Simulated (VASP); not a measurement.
Wanted: the native input for a VASP 6.6.1 run.

- Task: single point
- Functional: PBE
- Potentials or basis: VASP PAW PBE potentials, release 64 (Ge_d)
- Cutoff: 520 eV
- k mesh: 12 × 12 × 12
- Occupations: gaussian, width 0.1 eV
- Spin: no spin polarisation
- Dipole correction: no
- Further INCAR settings: ALGO = Normal; EDIFF = 1e-07; NBANDS = 21

The structure of Ge lies in POSCAR:

```
Ge
1.0
    0.0000000000      2.8977169121      2.8977169121
    2.8977169121      0.0000000000      2.8977169121
    2.8977169121      2.8977169121      0.0000000000
Ge
2
Direct
    0.5000000000      0.5000000000      0.5000000000
    0.7500000000      0.7500000000      0.7500000000
```

The input as run:

INCAR

```
PREC = Accurate
ENCUT = 520
EDIFF = 1E-7
ISMEAR = 0
SIGMA = 0.1
LREAL = False
LASPH = True
NELM = 80
ALGO = Normal
ISIF = 2
LWAVE = False
LCHARG = True
GGA = PE
LELF = True
LVHAR = True
NBANDS = 21
```

KPOINTS

```
regular mesh
0
Gamma
  12 12 12
```

Potentials or basis: VASP PAW PBE potentials, release 64 (Ge_d).

The run is started by

```bash
$ cat potpaw_PBE.64/Ge_d/POTCAR > POTCAR
$ mpirun -np 1 vasp_std > vasp.out
```

It gave:

- Pressure: -1.1 GPa
- Band gap on the k mesh: zero (band 14 reaches 4.32 eV, above the bottom of band 15 at 4.29 eV)

Run time: 24 s on 1 thread of Intel(R) Xeon(R) 6975P-C (Granite Rapids) (shared host), peak memory 0.2 GiB.
